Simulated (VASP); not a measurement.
A run of VASP 6.6.1 is set up as follows.

File INCAR:

```
SYSTEM = ScF3
  ALGO = Normal
  EDIFF = 1E-6
  ENCUT = 520
  GGA = CA
  ISIF = 2
  ISMEAR = 0
  LASPH = .TRUE.
  LCHARG = .FALSE.
  LREAL = .FALSE.
  LWAVE = .FALSE.
  NBANDS = 24
  NELM = 100
  PREC = Accurate
  SIGMA = 0.05
```

KPOINTS

```
k-points
0
G
  6 6 6
  0 0 0
```

File POSCAR:

```
ScF3
1.0
    4.0124500000      0.0000000000      0.0000000000
    0.0000000000      4.0124500000      0.0000000000
    0.0000000000      0.0000000000      3.8118275000
Sc F
1 3
Direct
    0.0000000000      0.0000000000      0.0000000000
    0.5000000000      0.0000000000      0.0000000000
    0.0000000000      0.5000000000      0.0000000000
    0.0000000000      0.0000000000      0.5000000000
```

Potentials or basis: VASP PAW LDA potentials, release 64 (Sc_sv, F).

Launch:

```bash
$ cat potpaw_LDA.64/Sc_sv/POTCAR potpaw_LDA.64/F/POTCAR > POTCAR
$ mpirun -np 1 vasp_std > vasp.out
```

(1) What does it give for the pressure?

(2) Estimate the band gap on the k mesh.

Results:

(1) 4.0 GPa.

(2) 6.27 eV, indirect (least direct gap 6.82 eV).

Caveat: the cell differs from its parent crystal (strain +0.000 along x and y, -0.050 along z).
